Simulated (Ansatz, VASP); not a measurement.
## Two plane-wave programs on SnO

Contents of INCAR:

```
SYSTEM = SnO
  ALGO = Normal
  EDIFF = 1E-6
  ENCUT = 600
  GGA = PS
  GGA_COMPAT = .FALSE.
  ISIF = 2
  ISMEAR = 0
  IVDW = 12
  LASPH = .TRUE.
  LCHARG = .FALSE.
  LREAL = .FALSE.
  LWAVE = .FALSE.
  NBANDS = 28
  NELM = 120
  PREC = Accurate
  SIGMA = 0.15
```

KPOINTS

```
k-points
0
G
  12 12 10
  0 0 0
```

The input POSCAR:

```
SnO
1.0
    3.7703910616      0.0000000000      0.0000000000
    0.0000000000      3.7703910616      0.0000000000
    0.0000000000      0.0000000000      4.5633702865
Sn O
2 2
Direct
    0.0287113919      0.5287113919      0.2769807878
    0.5287113919      0.0287113919      0.7704636090
    0.0000000000      0.0000000000      0.0000000000
    0.5000000000      0.5000000000      0.0000000000
```

Input for Ansatz:

```yaml
crystal:
  lattice:
    - [3.7703910616, 0.0, 0.0]
    - [0.0, 3.7703910616, 0.0]
    - [0.0, 0.0, 4.5633702865]
  atoms:
    - { symbol: Sn, position: [0.0287113919, 0.5287113919, 0.2769807878] }
    - { symbol: Sn, position: [0.5287113919, 0.0287113919, 0.770463609] }
    - { symbol: O, position: [0.0, 0.0, 0.0] }
    - { symbol: O, position: [0.5, 0.5, 0.0] }
basis:
  ecutwfc: 420
kpoints:
  mp_grid: { grid: [12, 12, 10] }
hamiltonian:
  xc: pbesol
  dispersion: d3bj
scf:
  occupations: { method: gaussian, width: 0.15 }
output:
  forces: true
  stress: true
  eigenvalues: true
```

Change from the starting cell: all Sn atoms moved +0.188 Å, as atom 1 along Cartesian [1 1 1].

Alike in both runs: task single point; functional PBEsol; dispersion D3(BJ); k mesh 12 × 12 × 10; occupations gaussian, width 0.15 eV; no spin polarisation.

|  | VASP | Ansatz |
| --- | --- | --- |
| version | VASP 6.6.1 | Ansatz 0.2.0 |
| potentials or method | VASP PAW PBE potentials, release 64 (Sn_d, O), cutoff 600 eV | scalar-relativistic, plane waves, PAW |
| valence electrons in the cell | 40 | 40 |

```csv
,VASP,Ansatz,Ansatz less VASP
gap on the k mesh at the Fermi level (eV),none,none,-
pressure (GPa),1.8,1.6,-0.21
"traceless stress, the component that is largest in VASP (GPa)",0.84,0.83,-0.007
rms of the force components (eV/Å),0.660,0.642,-0.0177
```

VASP's potentials were made for PBE, not for PBEsol. Atom by atom the forces differ by 0.036 eV/Å (rms over components). A gap of «none» marks a metal or a gap that the smearing closes.
